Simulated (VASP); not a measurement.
# Li (R-3m) in VASP: relaxation of cell and atoms with BLYP

Aim: the relaxation of cell and atoms of Li with BLYP.

Everything below comes from runs of VASP 6.6.1. Logs are shortened: lines on timing, memory, paths and dates and some standing lists are left out, and cuts for length are marked.

## 1. The cell of the first run

The structure is trigonal, space group R-3m (No. 166). Conventional cell: a = 3.101 Å, b = 3.101 Å, c = 22.765 Å, α = 90.00°, β = 90.00°, γ = 120.00°. Li (site symmetry -3m) has 12 Li at 3.10 Å within 4.1 Å. Li (site symmetry 3m) has 12 Li at 3.09 to 3.10 Å within 4.1 Å.

## 2. Relaxation of cell and atoms, BLYP

File INCAR:

```
PREC = Accurate
ENCUT = 600
EDIFF = 1E-7
ISMEAR = -1
SIGMA = 0.1
LREAL = False
LASPH = True
NELM = 60
ALGO = Normal
ISIF = 3
LWAVE = False
LCHARG = False
GGA = B5
ALDAX = 1.0
AGGAX = 1.0
AGGAC = 1.0
ALDAC = 0.0
IBRION = 2
NSW = 80
EDIFFG = -0.01
```

File KPOINTS:

```
Automatic mesh
0
Gamma
  12 12 12
```

File POSCAR:

```
Li
1.0
    1.5504989657      0.8951809952      7.5883000000
   -1.5504989657      0.8951809952      7.5883000000
    0.0000000000     -1.7903619905      7.5883000000
Li
3
Direct
    1.0000000000      0.0000000000      0.0000000000
    0.2220000000      0.2220000000      0.2220000000
    0.7780000000      0.7780000000      0.7780000000
```

Potentials or basis: VASP PAW PBE potentials, release 64 (Li_sv).

Launch:

```bash
$ cat potpaw_PBE.64/Li_sv/POTCAR > POTCAR
$ mpirun -np 1 vasp_std > vasp.out
```

OUTCAR:

```text
PREC = Accurate
   ENCUT = 600
   EDIFF = 1E-7
   ISMEAR = -1
   LREAL = False
   LASPH = True
   NELM = 60
   ISIF = 3
   GGA = B5
   IBRION = 2
   NSW = 80
   EDIFFG = -0.01

 ion  position               nearest neighbor table
   1  0.000  0.000  0.000-
   2  0.222  0.222  0.222-
   3  0.778  0.778  0.778-

  LATTYP: Found a trigonal (rhomboedric) cell.
 ALAT       =     7.7966462628
 COS(alpha) =     0.9209034946

  Lattice vectors:

 A1 = (   1.5504989657,   0.8951809952,   7.5883000000)
 A2 = (  -1.5504989657,   0.8951809952,   7.5883000000)
 A3 = (   0.0000000000,  -1.7903619905,   7.5883000000)

Analysis of symmetry for initial positions (statically):
=====================================================================
 Subroutine PRICEL returns:
 Original cell was already a primitive cell.

 Routine SETGRP: Setting up the symmetry group for a
 trigonal (rhombohedral) supercell.

 Subroutine GETGRP returns: Found 12 space group operations
 (whereof 12 operations were pure point group operations)
 out of a pool of 12 trial point group operations.

The static configuration has the point symmetry D_3d.

Analysis of symmetry for dynamics (positions and initial velocities):
=====================================================================
 Subroutine PRICEL returns:
 Original cell was already a primitive cell.

 Routine SETGRP: Setting up the symmetry group for a
 trigonal (rhombohedral) supercell.

 Subroutine GETGRP returns: Found 12 space group operations
 (whereof 12 operations were pure point group operations)
 out of a pool of 12 trial point group operations.

The dynamic configuration has the point symmetry D_3d.

 Subroutine INISYM returns: Found 12 space group operations
 (whereof 12 operations are pure point group operations),
 and found     1 'primitive' translations

----------------------------------------------------------------------------------------

                                     Primitive cell

  volume of cell :      63.1943

  direct lattice vectors                    reciprocal lattice vectors
     1.550498966  0.895180995  7.588300000     0.322476836  0.186182088  0.043927274
    -1.550498966  0.895180995  7.588300000    -0.322476836  0.186182088  0.043927274
     0.000000000 -1.790361990  7.588300000     0.000000000 -0.372364176  0.043927274

  length of vectors
     7.796646263  7.796646263  7.796646263     0.374946242  0.374946242  0.374946242

  position of ions in fractional coordinates (direct lattice)
     0.000000000  0.000000000  0.000000000
     0.222000000  0.222000000  0.222000000
     0.778000000  0.778000000  0.778000000

  ion indices of the primitive-cell ions
   primitive index   ion index
                 1           1
                 2           2
                 3           3

----------------------------------------------------------------------------------------

 KPOINTS: Automatic mesh

Automatic generation of k-mesh.
 Grid dimensions read from file:
 generate k-points for:   12   12   12

 Generating k-lattice:

  Cartesian coordinates                     Fractional coordinates (reciprocal lattice)
     0.026873070  0.015515174  0.003660606     0.083333333  0.000000000  0.000000000
    -0.026873070  0.015515174  0.003660606     0.000000000  0.083333333  0.000000000
     0.000000000 -0.031030348  0.003660606    -0.000000000 -0.000000000  0.083333333

  Length of vectors
     0.031245520  0.031245520  0.031245520

  Shift w.r.t. Gamma in fractional coordinates (k-lattice)
     0.000000000  0.000000000  0.000000000

 Subroutine IBZKPT returns following result:
 ===========================================

 Found    189 irreducible k-points:

 Following reciprocal coordinates:
            Coordinates               Weight
  0.000000  0.000000  0.000000      1.000000
  0.083333  0.000000  0.000000      6.000000
  0.166667  0.000000  0.000000      6.000000
  0.250000 -0.000000  0.000000      6.000000
  0.333333  0.000000  0.000000      6.000000
  0.416667  0.000000  0.000000      6.000000
[... 16 lines left out ...]
  0.500000  0.166667  0.000000     12.000000
 -0.416667  0.166667  0.000000     12.000000
 [... further k-points ...]
   k-points           NKPTS =    189   k-points in BZ     NKDIM =    189   number of bands    NBANDS=      8
   number of dos      NEDOS =    301   number of ions     NIONS =      3
   total plane-waves  NPLWV = 262144
   dimension x,y,z NGX =    64 NGY =   64 NGZ =   64
   dimension x,y,z NGXF=   128 NGYF=  128 NGZF=  128
   ions per type =               3
   NGX,Y,Z   is equivalent  to a cutoff of  13.65, 13.65, 13.65 a.u.
   NGXF,Y,Z  is equivalent  to a cutoff of  27.29, 27.29, 27.29 a.u.
 SYSTEM =  unknown system
   PREC   = accura    normal or accurate (medium, high low for compatibility)
   ISTART =      0    job   : 0-new  1-cont  2-samecut
   ICHARG =      2    charge: 1-file 2-atom 10-const
   ISPIN  =      1    spin polarized calculation?
   LNONCOLLINEAR =      F non collinear calculations
   LSORBIT =      F    spin-orbit coupling
   LASPH  =      T    aspherical Exc in radial PAW
   ENCUT  =  600.0 eV  44.10 Ry    6.64 a.u.  15.57 15.57 15.57*2*pi/ulx,y,z
   NELM   =     60;   NELMIN=  2; NELMDL= -5     # of ELM steps
   EDIFF  = 0.1E-06   stopping-criterion for ELM
   LREAL  =      F    real-space projection
   EDIFFG = -.1E-01   stopping-criterion for IOM
   NSW    =     80    number of steps for IOM
   IBRION =      2    ionic relax: 0-MD 1-quasi-New 2-CG
   NFREE  =      1    steps in history (QN), initial steepest desc. (CG)
   ISIF   =      3    stress and relaxation
   ISYM   =      2    0-nonsym 1-usesym 2-fastsym
   POTIM  = 0.5000    time-step for ionic-motion
   TEBEG  =    0.0;   TEEND  =   0.0 temperature during run
   PSTRESS=    0.0 pullay stress
   NELECT =       9.0000    total number of electrons
   NUPDOWN=      -1.0000    fix difference up-down
   EMIN   =  10.00;   EMAX   =-10.00  energy-range for DOS
   EFERMI =   0.00;   METHOD = LEGACY
   ISMEAR =    -1;   SIGMA  =   0.10  broadening in eV -4-tet -1-fermi 0-gaus
   EFERMI_NEDOS =   21; number of points for ismear=-14 and -15
   IALGO  =     38    algorithm
   IMIX   =      4    mixing-type and parameters
     AMIX     =   0.40;   BMIX     =  1.00
     AMIX_MAG =   1.60;   BMIX_MAG =  1.00
  volume/ion in A,a.u.               =      21.06       142.15
  Fermi-wavevector in a.u.,A,eV,Ry     =   0.854928  1.615580  9.944528  0.730902
  Thomas-Fermi vector in A             =   1.971600
   LORBIT       =      0    0 simple, 1 ext, 2 COOP (PROOUT), +10 PAW based schemes
   GGA     = B5    functional components
   LHFCALC =     F    Hartree Fock is set to
   AEXX    =    0.0000 exact exchange contribution
   IVDW    =     0    specifies the selected vdW correction
   LEPSILON=     F    determine dielectric tensor
   LRPA    =     F    only Hartree local field effects (RPA)
 conjugate gradient relaxation of ions
 non-spin polarized calculation
  energy-cutoff  :      600.00
  volume of cell :       63.19
 maximum number of plane-waves:      2136
 NGX is ok and might be reduce to    64
   NGX = 31   NGY = 31   NGZ = 31

--------------------------------------- Ionic step        1  -------------------------------------------

 number of electron       8.9999999 magnetization

 Free energy of the ion-electron system (eV)
  ---------------------------------------------------
  ext. energy  EPLUGINS =         0.00000000
  ---------------------------------------------------
  free energy    TOTEN  =        -4.72704666 eV

  energy without entropy =       -4.68031942  energy(sigma->0) =       -4.70368304

------------------------ aborting loop because EDIFF is reached ----------------------------------------

  FORCE on cell =-STRESS in cart. coord.  units (eV):
  Direction    XX          YY          ZZ          XY          YZ          ZX
  --------------------------------------------------------------------------------------
  -------------------------------------------------------------------------------------
  Total       -0.2654461     -0.2654461     -0.3090740      0.0000000      0.0000000      0.0000000
  in kB       -6.7299050     -6.7299050     -7.8360098      0.0000000      0.0000000      0.0000000
  external PRESSURE =      -7.0986066 kB  Pullay stress =       0.0000000 kB
[... 96 lines left out ...]
  energy  without entropy=       -4.6893591379  energy(sigma->0) =       -4.71217514

--------------------------------------- Ionic step        4  -------------------------------------------

 number of electron       9.0000002 magnetization

 Free energy of the ion-electron system (eV)
  ---------------------------------------------------
  ext. energy  EPLUGINS =         0.00000000
  ---------------------------------------------------
  free energy    TOTEN  =        -4.73500121 eV

  energy without entropy =       -4.68945272  energy(sigma->0) =       -4.71222697

 E-fermi :   1.0796     XC(G=0):  -6.6970

 val. band max:        1.0720329693   @ k =  -0.1667   0.1667   0.1667
 cond. band min:       1.0905592180   @ k =   0.4167   0.4167   0.3333
 fundamental gap:      0.0185262486
 Fermi energy:         1.0795983299

 k-point     1 :       0.0000    0.0000    0.0000
  band No.  band energies     occupation
      1     -46.0944      2.00000
      2     -46.0811      2.00000
      3     -46.0771      2.00000
      4      -2.4619      2.00000
      5      -0.4911      2.00000
      6      -0.4904      2.00000
      7       6.8957      0.00000
      8       6.9144      0.00000
[... 243 lines left out ...]
 k-point    24 :      -0.4167    0.1667    0.0000
  band No.  band energies     occupation
      1     -46.0763      2.00000
      2     -46.0699      2.00000
      3     -46.0679      2.00000
      4       1.4537      0.04638
      5       2.2732      0.00001
      6       2.5588      0.00000
      7       4.7908      0.00000
      8       5.0527      0.00000

 [... further k-points ...]

------------------------ aborting loop because EDIFF is reached ----------------------------------------

  FORCE on cell =-STRESS in cart. coord.  units (eV):
  Direction    XX          YY          ZZ          XY          YZ          ZX
  --------------------------------------------------------------------------------------
  -------------------------------------------------------------------------------------
  Total        0.0089901      0.0089901     -0.0116914      0.0000000      0.0000000     -0.0000000
  in kB        0.2416960      0.2416960     -0.3143215      0.0000000      0.0000000     -0.0000000
  external PRESSURE =       0.0563569 kB  Pullay stress =       0.0000000 kB
[... 18 lines left out ...]
  FREE ENERGIE OF THE ION-ELECTRON SYSTEM (eV)
  ---------------------------------------------------
  free  energy   TOTEN  =        -4.7350012146 eV

  energy  without entropy=       -4.6894527203  energy(sigma->0) =       -4.71222697

 reached required accuracy - stopping structural energy minimisation
```

Run time: 22 min. Hardware: 1 thread of Intel Xeon Platinum 8559C (Emerald Rapids), shared host; peak memory 0.61 GiB.

Results:

```yaml
Free_energy: -4.7350 eV
Relaxed_volume: 19.86 Å³/atom
Relaxed_cell: a = 7.631 Å, b = 7.631 Å, c = 7.631 Å, α = 23.01°, β = 23.01°, γ = 23.01°
Space_group_after_relaxing_to_0.1_Å: R-3m (No. 166)
Energy_gained_by_relaxing: 2.7 meV/atom
Ionic_steps: 4
Pressure_after_relaxing: 0.0 GPa
Largest_force_after_relaxing: 0.005 eV/Å
Band_gap_on_the_k_mesh: zero (an odd number of electrons rules out a gap without spin polarisation)
```

Forces in eV/Å, atoms in the order of the input:
```
Li   0.000  0.000  0.000
Li   0.000  0.000  0.005
Li   0.000  0.000 -0.005
```

The path:
```csv
step,energy change (eV),largest force (eV/Å),pressure (GPa),volume (Å³)
1,0.0000,0.0074,-0.71,63.19
2,-0.0033,0.0067,-0.56,62.34
3,-0.0079,0.0053,-0.05,59.84
4,-0.0080,0.0052,0.01,59.59
```

Final structure:
```
CELL_PARAMETERS angstrom
1.52204 0.87875 7.42612
-1.52204 0.87875 7.42612
0.00000 -1.75750 7.42612
ATOMIC_POSITIONS crystal
Li 0.00000 0.00000 0.00000
Li 0.22207 0.22207 0.22207
Li 0.77793 0.77793 0.77793
```

Levels at points of the mesh, in eV from the Fermi level:
```csv
k point,band 2,band 3,band 4,band 5,band 6,band 7,band 8
"(0.00, 0.00, 0.00)",-47.16,-47.16,-3.54,-1.57,-1.57,5.82,5.83
"(0.50, 0.00, 0.00)",-47.15,-47.15,-0.06,0.85,1.06,3.83,3.93
"(0.50, 0.50, 0.00)",-47.15,-47.15,0.24,0.32,1.20,3.31,4.48
"(0.50, 0.50, 0.50)",-47.17,-47.15,-3.04,-3.04,0.01,3.05,10.65
```

Caveat: the cutoff is under 1.25 times the usual one of these potentials, so pressure, stress and relaxed cells hold a basis-set (Pulay) error; the PAW data sets were made with another functional, which shifts forces and pressure a little.
